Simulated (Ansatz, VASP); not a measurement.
Two plane-wave programs on I

```
I
1.0
     5.13506   -3.06236    0.00000
     5.13506    3.06236    0.00000
    -2.86577    0.00000   13.28839
I
4
Direct
  0.96800 0.60200 0.09970
  0.39800 0.03200 0.40030
  0.03200 0.39800 0.90030
  0.60200 0.96800 0.59970
```

Alike in both runs: task single point; functional PBEsol; k mesh 6 × 6 × 2; occupations gaussian, width 0.02 eV; no spin polarisation.

|  | VASP | Ansatz |
| --- | --- | --- |
| version | VASP 6.6.1 | Ansatz 0.2.0 |
| potentials or method | VASP PAW PBE potentials, release 64 (I), cutoff 520 eV | scalar-relativistic, plane waves, PAW |
| valence electrons in the cell | 28 | 68 |

```csv
,VASP,Ansatz,Ansatz less VASP
gap on the k mesh at the Fermi level (eV),1.21,1.20,-0.010
least direct gap on the mesh (eV),1.21,1.20,-0.010
pressure (GPa),-0.8,-0.8,0.00
"traceless stress, the component that is largest in VASP (GPa)",-1.37,-1.37,0.000
rms of the force components (eV/Å),0.596,0.595,-0.0010
```

VASP's potentials were made for PBE, not for PBEsol. Atom by atom the forces differ by 0.001 eV/Å (rms over components). The functional is the same, so the differences come from potentials, cutoffs and numerics. VASP's potentials hold 28 valence electrons a cell and Ansatz's 68, so a difference there can come from the potentials and not from the codes.

Spin-orbit coupling is off throughout.
